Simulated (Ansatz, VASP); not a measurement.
## Na2S: VASP beside Ansatz

Contents of INCAR:

```
SYSTEM = Na2S
ALGO = Normal
EDIFF = 1E-6
ENCUT = 500
GGA_COMPAT = .False.
ISIF = 2
ISMEAR = 0
LASPH = .True.
LCHARG = .False.
LREAL = .False.
LWAVE = .False.
NBANDS = 17
NELM = 120
PREC = Accurate
SIGMA = 0.05
```

The input KPOINTS:

```
k-points
0
Gamma
  10 10 10
  0 0 0
```

File POSCAR:

```
Na2S
1.0
    0.0000000000      3.2735000000      3.2735000000
    3.2735000000      0.0000000000      3.2735000000
    3.2735000000      3.2735000000      0.0000000000
Na S
2 1
Direct
    0.2500000000      0.2500000000      0.2500000000
    0.7500000000      0.7500000000      0.7500000000
    0.0000000000      0.0000000000      0.0000000000
```

Input for Ansatz:

```yaml
crystal:
  lattice:
    - [0.0, 3.2735, 3.2735]
    - [3.2735, 0.0, 3.2735]
    - [3.2735, 3.2735, 0.0]
  atoms:
    - { symbol: Na, position: [0.25, 0.25, 0.25] }
    - { symbol: Na, position: [0.75, 0.75, 0.75] }
    - { symbol: S, position: [0.0, 0.0, 0.0] }
basis:
  ecutwfc: 420
kpoints:
  mp_grid: { grid: [10, 10, 10] }
hamiltonian:
  xc: lda
scf:
  occupations: { method: gaussian, width: 0.05 }
output:
  forces: true
  eigenvalues: true
  eigenstates:
    nscf_kmesh: { grid: [32, 32, 32] }
    top_band: c6
    de_dk: true
    localisation: true
  stress: true
checkpoint:
  write: ck
  compress: false
  write_wavefunctions: false
  write_every: 100000
```

Alike in both runs: task single point; functional LDA; k mesh 10 × 10 × 10; occupations gaussian, width 0.05 eV; no spin polarisation.

|  | VASP | Ansatz |
| --- | --- | --- |
| version | VASP 6.6.1 | Ansatz 0.2.0 |
| potentials or method | VASP PAW LDA potentials, release 64 (Na_pv, S), cutoff 500 eV | scalar-relativistic, plane waves, PAW |
| valence electrons in the cell | 20 | 24 |

Ansatz gave:

```
gap on the k mesh at the Fermi level (eV) : 2.24
pressure (GPa)                            : -2.2
```

Q: Which values does VASP return?

A: gap on the k mesh at the Fermi level (eV): 2.24; pressure (GPa): -2.1.

LDA's correlation is that of Perdew and Zunger in VASP and of Perdew and Wang (1992) in Ansatz. VASP's potentials hold 20 valence electrons a cell and Ansatz's 24, so a difference there can come from the potentials and not from the codes.
